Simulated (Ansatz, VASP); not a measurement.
## ZnO in VASP and in Ansatz

```
Zn O
1.0
     3.22650    0.00000    0.00000
    -1.61325    2.79423    0.00000
     0.00000    0.00000   10.47260
Zn O
4 4
Direct
  0.00000 0.00000 0.99938
  0.33333 0.66667 0.24956
  0.00000 0.00000 0.49938
  0.66667 0.33333 0.74956
  0.00000 0.00000 0.18815
  0.33333 0.66667 0.43790
  0.00000 0.00000 0.68815
  0.66667 0.33333 0.93790
```

Alike in both runs: task single point; functional r2SCAN; k mesh 9 × 9 × 2; no spin polarisation.

|  | VASP | Ansatz |
| --- | --- | --- |
| version | VASP 6.6.1 | Ansatz 0.2.0 |
| potentials or method | VASP PAW PBE potentials, release 64 (Zn, O) | plane waves, PAW |
| plane-wave cutoff (eV) | 520 | 500 |
| occupations | gaussian, width 0.01 eV | fixed |
| valence electrons in the cell | 72 | 72 |

```csv
,VASP,Ansatz,Ansatz less VASP
gap on the k mesh at the Fermi level (eV),1.18,1.18,+0.001
pressure (GPa),1.3,0.0,-1.29
rms of the force components (eV/Å),0.003,0.000,-0.0030
```

VASP's potentials were made for PBE, not for r2SCAN. Atom by atom the forces differ by 0.004 eV/Å (rms over components).
